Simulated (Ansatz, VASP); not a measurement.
# BaTe: VASP beside Ansatz

The input INCAR:

```
SYSTEM = BaTe
ALGO = Normal
EDIFF = 1E-6
ENCUT = 520
GGA = PS
ISIF = 2
ISMEAR = 0
LASPH = .TRUE.
LCHARG = .FALSE.
LREAL = .FALSE.
LWAVE = .FALSE.
NBANDS = 24
NELM = 80
PREC = Accurate
SIGMA = 0.05
```

KPOINTS

```
k-points
0
G
  8 8 4
  0 0 0
```

POSCAR

```
BaTe
1.0
    4.8089211837      0.0000000000      0.0000000000
   -2.4044605919      4.1646479098      0.0000000000
    0.0000000000      0.0000000000      8.4591041432
Ba Te
2 2
Direct
    0.0000000000      0.0000000000      0.0000000000
    0.0024011634      0.0048023267      0.5000000000
    0.3333333333      0.6666666667      0.2500000000
    0.6666666667      0.3333333333      0.7500000000
```

Input for Ansatz:

```yaml
crystal:
  lattice:
    - [4.8089211837, 0.0, 0.0]
    - [-2.4044605919, 4.1646479098, 0.0]
    - [0.0, 0.0, 8.4591041432]
  atoms:
    - { symbol: Ba, position: [0.0, 0.0, 0.0] }
    - { symbol: Ba, position: [0.0024011634, 0.0048023267, 0.5] }
    - { symbol: Te, position: [0.3333333333, 0.6666666667, 0.25] }
    - { symbol: Te, position: [0.6666666667, 0.3333333333, 0.75] }
basis:
  ecutwfc: 420
  ecutrho_ratio: 4
kpoints:
  mp_grid: { grid: [8, 8, 4] }
hamiltonian:
  xc: pbesol
scf:
  occupations: { method: gaussian, width: 0.05 }
output:
  forces: true
  stress: true
  eigenvalues: true
```

Alike in both runs: task single point; functional PBEsol; k mesh 8 × 8 × 4; occupations gaussian, width 0.05 eV; no spin polarisation.

```csv
,VASP,Ansatz
version,VASP 6.6.1,Ansatz 0.2.0
potentials or method,"VASP PAW PBE potentials, release 64 (Ba_sv, Te), cutoff 520 eV","scalar-relativistic, plane waves, PAW"
valence electrons in the cell,32,52
```

|  | VASP | Ansatz | Ansatz less VASP |
| --- | --- | --- | --- |
| gap on the k mesh at the Fermi level (eV) | 1.49 | 1.59 | +0.093 |
| least direct gap on the mesh (eV) | 1.55 | 1.64 | +0.095 |
| pressure (GPa) | 0.4 | 0.0 | -0.41 |
| traceless stress, the component that is largest in VASP (GPa) | 0.06 | 0.01 | -0.049 |
| rms of the force components (eV/Å) | 0.013 | 0.013 | -0.0007 |

VASP's potentials were made for PBE, not for PBEsol. Atom by atom the forces differ by 0.001 eV/Å (rms over components). With one functional, cell and mesh, what is left measures potentials, basis and numerics. VASP's potentials hold 32 valence electrons a cell and Ansatz's 52, so a difference there can come from the potentials and not from the codes.

Neither program's run includes spin-orbit coupling.
